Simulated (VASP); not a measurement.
# Be2SO3 (P4/mmm) in VASP: single point with PBE

Aim: the single point of Be2SO3 with PBE.

Everything below comes from runs of VASP 6.6.1. Logs are shortened: lines on timing, memory, paths and dates and some standing lists are left out, and cuts for length are marked.

## 1. The cell of the first run

It takes space group P4/mmm (No. 123, tetragonal). The conventional cell has a = 2.465 Å, b = 2.465 Å, c = 8.927 Å, α = 90.00°, β = 90.00°, γ = 90.00°. Within 2.3 Å of Be (site symmetry 4mm) lie 4 O at 1.74 Å. S (site symmetry 4/mmm) has 4 S at 2.46 Å and 2 Be at 2.54 Å and 8 O at 3.14 Å within 3.3 Å. Within 2.3 Å of O (site symmetry 4mm) lie 4 Be at 1.74 Å and 1 O at 1.85 Å. O (site symmetry 4/mmm) has 6 O at 1.85 to 2.46 Å and 8 Be at 2.59 Å within 2.6 Å.

The cell was built from a structure type or drawn by symmetry, and may not be a known phase.

## 2. Single point, PBE, collinear spin

The input, INCAR:

```
SYSTEM = Be2SO3
  PREC = Accurate
  ENCUT = 520
  EDIFF = 1E-7
  ISMEAR = 0
  SIGMA = 0.1
  LREAL = .FALSE.
  LASPH = .TRUE.
  NELM = 150
  ALGO = Normal
  ISIF = 2
  LWAVE = .FALSE.
  LCHARG = .FALSE.
  ISPIN = 2
  MAGMOM = 0 0 0 0 0.44 0
  LORBIT = 11
  GGA = PE
  NBANDS = 27
```

The input, KPOINTS:

```
Automatic mesh
0
G
  16 16 4
  0 0 0
```

The input, POSCAR:

```
Be2SO3
1.0
    2.4646238250      0.0000000000      0.0000000000
    0.0000000000      2.4646238250      0.0000000000
    0.0000000000      0.0000000000      8.9266228893
Be S O
2 1 3
Direct
    0.0000000000      0.0000000000      0.2850730767
    0.0000000000      0.0000000000      0.7149269233
    0.0000000000      0.0000000000      0.0000000000
    0.5000000000      0.5000000000      0.2922340505
    0.5000000000      0.5000000000      0.5000000000
    0.5000000000      0.5000000000      0.7077659495
```

Potentials or basis: VASP PAW PBE potentials, release 64 (Be, S, O).

The run is started by

```sh
$ cat potpaw_PBE.64/Be/POTCAR potpaw_PBE.64/S/POTCAR potpaw_PBE.64/O/POTCAR > POTCAR
$ mpirun -np 1 vasp_std > vasp.out
```

OUTCAR:

```text
SYSTEM = Be2SO3
   PREC = Accurate
   ENCUT = 520
   EDIFF = 1E-7
   ISMEAR = 0
   LREAL = .FALSE.
   LASPH = .TRUE.
   NELM = 150
   ISIF = 2
   ISPIN = 2
   LORBIT = 11
   GGA = PE

 ion  position               nearest neighbor table
   1  0.000  0.000  0.285-   4 1.74   4 1.74   4 1.74   4 1.74   3 2.54
   2  0.000  0.000  0.715-   6 1.74   6 1.74   6 1.74   6 1.74   3 2.54
   3  0.000  0.000  0.000-   1 2.54   2 2.54
   4  0.500  0.500  0.292-   1 1.74   1 1.74   1 1.74   1 1.74   5 1.85
   5  0.500  0.500  0.500-   4 1.85   6 1.85
   6  0.500  0.500  0.708-   2 1.74   2 1.74   2 1.74   2 1.74   5 1.85

  LATTYP: Found a simple tetragonal cell.
 ALAT       =     2.4646238250
 C/A-ratio  =     3.6219007537

  Lattice vectors:

 A1 = (   2.4646238250,   0.0000000000,   0.0000000000)
 A2 = (   0.0000000000,   2.4646238250,   0.0000000000)
 A3 = (   0.0000000000,   0.0000000000,   8.9266228893)

Analysis of symmetry for initial positions (statically):
=====================================================================
 Subroutine PRICEL returns:
 Original cell was already a primitive cell.

 Routine SETGRP: Setting up the symmetry group for a
 simple tetragonal supercell.

 Subroutine GETGRP returns: Found 16 space group operations
 (whereof 16 operations were pure point group operations)
 out of a pool of 16 trial point group operations.

The static configuration has the point symmetry D_4h.

Analysis of symmetry for dynamics (positions and initial velocities):
=====================================================================
 Subroutine PRICEL returns:
 Original cell was already a primitive cell.

 Routine SETGRP: Setting up the symmetry group for a
 simple tetragonal supercell.

 Subroutine GETGRP returns: Found 16 space group operations
 (whereof 16 operations were pure point group operations)
 out of a pool of 16 trial point group operations.

The dynamic configuration has the point symmetry D_4h.

Analysis of structural, dynamic, and magnetic symmetry:
=====================================================================
 Subroutine PRICEL returns:
 Original cell was already a primitive cell.

 Routine SETGRP: Setting up the symmetry group for a
 simple tetragonal supercell.

 Subroutine GETGRP returns: Found 16 space group operations
 (whereof 16 operations were pure point group operations)
 out of a pool of 16 trial point group operations.

The overall configuration has the point symmetry D_4h.

 Subroutine INISYM returns: Found 16 space group operations
 (whereof 16 operations are pure point group operations),
 and found     1 'primitive' translations

----------------------------------------------------------------------------------------

                                     Primitive cell

  volume of cell :      54.2236

  direct lattice vectors                    reciprocal lattice vectors
     2.464623825  0.000000000  0.000000000     0.405741432  0.000000000  0.000000000
     0.000000000  2.464623825  0.000000000     0.000000000  0.405741432  0.000000000
     0.000000000  0.000000000  8.926622889     0.000000000  0.000000000  0.112024448

  length of vectors
     2.464623825  2.464623825  8.926622889     0.405741432  0.405741432  0.112024448

  position of ions in fractional coordinates (direct lattice)
     0.000000000  0.000000000  0.285073077
     0.000000000  0.000000000  0.714926923
     0.000000000  0.000000000  0.000000000
     0.500000000  0.500000000  0.292234050
     0.500000000  0.500000000  0.500000000
     0.500000000  0.500000000  0.707765950

  ion indices of the primitive-cell ions
   primitive index   ion index
                 1           1
                 2           2
                 3           3
                 4           4
                 5           5
                 6           6

----------------------------------------------------------------------------------------

 KPOINTS: Automatic mesh

Automatic generation of k-mesh.
 Grid dimensions read from file:
 generate k-points for:   16   16    4

 Generating k-lattice:

  Cartesian coordinates                     Fractional coordinates (reciprocal lattice)
     0.025358839  0.000000000  0.000000000     0.062500000  0.000000000  0.000000000
     0.000000000  0.025358839  0.000000000     0.000000000  0.062500000  0.000000000
     0.000000000  0.000000000  0.028006112     0.000000000  0.000000000  0.250000000

  Length of vectors
     0.025358839  0.025358839  0.028006112

  Shift w.r.t. Gamma in fractional coordinates (k-lattice)
     0.000000000  0.000000000  0.000000000

 Subroutine IBZKPT returns following result:
 ===========================================

 Found    135 irreducible k-points:

 Following reciprocal coordinates:
            Coordinates               Weight
  0.000000  0.000000  0.000000      1.000000
  0.062500  0.000000  0.000000      4.000000
  0.125000  0.000000  0.000000      4.000000
  0.187500  0.000000  0.000000      4.000000
  0.250000  0.000000  0.000000      4.000000
  0.312500  0.000000  0.000000      4.000000
[... 16 lines left out ...]
  0.437500  0.125000  0.000000      8.000000
  0.500000  0.125000  0.000000      4.000000
 [... further k-points ...]
   k-points           NKPTS =    135   k-points in BZ     NKDIM =    135   number of bands    NBANDS=     27
   number of dos      NEDOS =    301   number of ions     NIONS =      6
   total plane-waves  NPLWV =  22680
   dimension x,y,z NGX =    18 NGY =   18 NGZ =   70
   dimension x,y,z NGXF=    36 NGYF=   36 NGZF=  140
   ions per type =               2   1   3
   NGX,Y,Z   is equivalent  to a cutoff of  12.14, 12.14, 13.04 a.u.
   NGXF,Y,Z  is equivalent  to a cutoff of  24.28, 24.28, 26.07 a.u.
 SYSTEM =  Be2SO3
   PREC   = accura    normal or accurate (medium, high low for compatibility)
   ISTART =      0    job   : 0-new  1-cont  2-samecut
   ICHARG =      2    charge: 1-file 2-atom 10-const
   ISPIN  =      2    spin polarized calculation?
   LNONCOLLINEAR =      F non collinear calculations
   LSORBIT =      F    spin-orbit coupling
   LASPH  =      T    aspherical Exc in radial PAW
   ENCUT  =  520.0 eV  38.22 Ry    6.18 a.u.   4.58  4.58 16.60*2*pi/ulx,y,z
   NELM   =    150;   NELMIN=  2; NELMDL= -5     # of ELM steps
   EDIFF  = 0.1E-06   stopping-criterion for ELM
   LREAL  =      F    real-space projection
   EDIFFG = 0.1E-05   stopping-criterion for IOM
   NSW    =      0    number of steps for IOM
   IBRION =     -1    ionic relax: 0-MD 1-quasi-New 2-CG
   NFREE  =      0    steps in history (QN), initial steepest desc. (CG)
   ISIF   =      2    stress and relaxation
   ISYM   =      2    0-nonsym 1-usesym 2-fastsym
   POTIM  = 0.5000    time-step for ionic-motion
   TEBEG  =    0.0;   TEEND  =   0.0 temperature during run
   PSTRESS=    0.0 pullay stress
   NELECT =      28.0000    total number of electrons
   NUPDOWN=      -1.0000    fix difference up-down
   EMIN   =  10.00;   EMAX   =-10.00  energy-range for DOS
   EFERMI =   0.00;   METHOD = LEGACY
   ISMEAR =     0;   SIGMA  =   0.10  broadening in eV -4-tet -1-fermi 0-gaus
   EFERMI_NEDOS =   21; number of points for ismear=-14 and -15
   IALGO  =     38    algorithm
   IMIX   =      4    mixing-type and parameters
     AMIX     =   0.40;   BMIX     =  1.00
     AMIX_MAG =   1.60;   BMIX_MAG =  1.00
  volume/ion in A,a.u.               =       9.04        60.99
  Fermi-wavevector in a.u.,A,eV,Ry     =   1.313403  2.481972 23.470425  1.725028
  Thomas-Fermi vector in A             =   2.443728
   LORBIT       =     11    0 simple, 1 ext, 2 COOP (PROOUT), +10 PAW based schemes
   GGA     = PE    functional components
   LHFCALC =     F    Hartree Fock is set to
   AEXX    =    0.0000 exact exchange contribution
   IVDW    =     0    specifies the selected vdW correction
   LEPSILON=     F    determine dielectric tensor
   LRPA    =     F    only Hartree local field effects (RPA)
 spin polarized calculation
 Gauss-broadening in eV      SIGMA  =   0.10
  energy-cutoff  :      520.00
  volume of cell :       54.22
 maximum number of plane-waves:      1509
   NGX =  9   NGY =  9   NGZ = 33

 number of electron      27.9999991 magnetization      -0.0000017

 number of electron      27.9999991 magnetization       0.0002051

 Free energy of the ion-electron system (eV)
  ---------------------------------------------------
  ext. energy  EPLUGINS =         0.00000000
  ---------------------------------------------------
  free energy    TOTEN  =       -31.82764082 eV

  energy without entropy =      -31.82098594  energy(sigma->0) =      -31.82431338

 E-fermi :   5.6908     XC(G=0): -11.0485

 val. band max:        5.6904501332   @ k =   0.1250   0.0000   0.5000
 cond. band min:       5.6908835696   @ k =   0.1250   0.0000   0.5000
 fundamental gap:      0.0004334364
 Fermi energy:         5.6907638786

 spin component 1

 k-point     1 :       0.0000    0.0000    0.0000
  band No.  band energies     occupation
      1     -15.8587      1.00000
      2     -15.1738      1.00000
      3     -11.8711      1.00000
      4     -10.2277      1.00000
      5      -2.6582      1.00000
      6       1.1663      1.00000
[... 18 lines left out ...]
     25      21.0358      0.00000
     26      22.0959      0.00000

 k-point     2 :       0.0625    0.0000    0.0000
  band No.  band energies     occupation
      1     -15.8209      1.00000
      2     -15.1385      1.00000
      3     -11.8341      1.00000
      4     -10.1527      1.00000
      5      -2.5988      1.00000
      6       1.1982      1.00000
[... 18 lines left out ...]
     25      21.0867      0.00000
[... 608 lines left out ...]
     25      18.8695      0.00000
     26      19.0721      0.00000

 k-point    24 :       0.5000    0.1250    0.0000
  band No.  band energies     occupation
      1     -14.5131      1.00000
      2     -13.9021      1.00000
      3     -10.6801      1.00000
      4      -6.6147      1.00000
      5      -2.7878      1.00000
      6      -2.6035      1.00000
[... 18 lines left out ...]
     25      18.7460      0.00000
     26      18.9970      0.00000

 [... further k-points ...]

 spin component 2

 k-point     1 :       0.0000    0.0000    0.0000
  band No.  band energies     occupation
      1     -15.8586      1.00000
      2     -15.1739      1.00000
      3     -11.8709      1.00000
      4     -10.2277      1.00000
      5      -2.6582      1.00000
      6       1.1663      1.00000
[... 18 lines left out ...]
     25      21.0359      0.00000
     26      22.0960      0.00000

 k-point     2 :       0.0625    0.0000    0.0000
  band No.  band energies     occupation
      1     -15.8209      1.00000
      2     -15.1385      1.00000
      3     -11.8338      1.00000
      4     -10.1527      1.00000
      5      -2.5988      1.00000
      6       1.1982      1.00000
[... 18 lines left out ...]
     25      21.0867      0.00000
[... 608 lines left out ...]
     25      18.8695      0.00000
     26      19.0721      0.00000

 k-point    24 :       0.5000    0.1250    0.0000
  band No.  band energies     occupation
      1     -14.5130      1.00000
      2     -13.9021      1.00000
      3     -10.6798      1.00000
      4      -6.6147      1.00000
      5      -2.7878      1.00000
      6      -2.6035      1.00000
[... 18 lines left out ...]
     25      18.7460      0.00000
     26      18.9970      0.00000

 [... further k-points ...]

 [bands above 26 left out]

------------------------ aborting loop because EDIFF is reached ----------------------------------------

  FORCE on cell =-STRESS in cart. coord.  units (eV):
  Direction    XX          YY          ZZ          XY          YZ          ZX
  --------------------------------------------------------------------------------------
  -------------------------------------------------------------------------------------
  Total       -0.0266997     -0.0266997     -0.2082602      0.0000000      0.0000000     -0.0000000
  in kB       -0.7889128     -0.7889128     -6.1535880      0.0000000      0.0000000     -0.0000000
  external PRESSURE =      -2.5771378 kB  Pullay stress =       0.0000000 kB

 VOLUME and BASIS-vectors are now :
 -----------------------------------------------------------------------------
  energy-cutoff  :      520.00
  volume of cell :       54.22
      direct lattice vectors                 reciprocal lattice vectors
     2.464623825  0.000000000  0.000000000     0.405741432  0.000000000  0.000000000
     0.000000000  2.464623825  0.000000000     0.000000000  0.405741432  0.000000000
     0.000000000  0.000000000  8.926622889     0.000000000  0.000000000  0.112024448

 POSITION                                       TOTAL-FORCE (eV/Angst)
 -----------------------------------------------------------------------------------
      0.00000      0.00000      2.54474        -0.000000      0.000000      0.031146
      0.00000      0.00000      6.38188        -0.000000      0.000000     -0.031146
      0.00000      0.00000      0.00000        -0.000000      0.000000     -0.000000
      1.23231      1.23231      2.60866        -0.000000     -0.000000      0.014429
      1.23231      1.23231      4.46331        -0.000000      0.000000     -0.000000
      1.23231      1.23231      6.31796         0.000000     -0.000000     -0.014429
 -----------------------------------------------------------------------------------
    total drift:                                0.000000     -0.000000      0.000000

  FREE ENERGIE OF THE ION-ELECTRON SYSTEM (eV)
  ---------------------------------------------------
  free  energy   TOTEN  =       -31.8276408192 eV

  energy  without entropy=      -31.8209859395  energy(sigma->0) =      -31.82431338

 total charge

# of ion       s       p       d       tot
------------------------------------------
    1        0.333   0.588   0.000   0.922
    2        0.333   0.588   0.000   0.922
    3        1.397   2.194   0.000   3.591
    4        1.564   3.520   0.000   5.084
    5        1.657   3.045   0.000   4.702
    6        1.564   3.520   0.000   5.084
--------------------------------------------------
tot          6.849  13.457   0.000  20.306

 magnetization (x)

# of ion       s       p       d       tot
------------------------------------------
    1        0.000   0.000   0.000   0.000
    2        0.000   0.000   0.000   0.000
    3       -0.000  -0.000   0.000  -0.000
    4       -0.000  -0.000   0.000  -0.000
    5        0.000   0.000   0.000   0.000
    6       -0.000  -0.000   0.000  -0.000
--------------------------------------------------
tot          0.000   0.000   0.000   0.000
```

It took 3.3 min on 1 thread of Intel Xeon 6975P-C (Granite Rapids), shared host; peak memory 0.37 GiB.

What came out:

```
Free energy                                           : -31.8276 eV
Pressure                                              : -0.3 GPa
Largest force                                         : 0.031 eV/Å
Band gap on the k mesh                                : zero (filled and empty bands overlap)
Net moment                                            : 0.00 μB per cell
Valence electrons inside the program's atomic spheres : Be 0.92; S 3.59; O 5.08, 4.70 (each value once)
```

Forces in eV/Å, atoms in the order of the input:
```
Be   0.000  0.000  0.031
Be   0.000  0.000 -0.031
S    0.000  0.000  0.000
O    0.000  0.000  0.014
O    0.000  0.000  0.000
O    0.000  0.000 -0.014
```

Stress tensor (GPa, compression positive):
```
-0.08  0.00  0.00
 0.00 -0.08  0.00
 0.00  0.00 -0.62
```
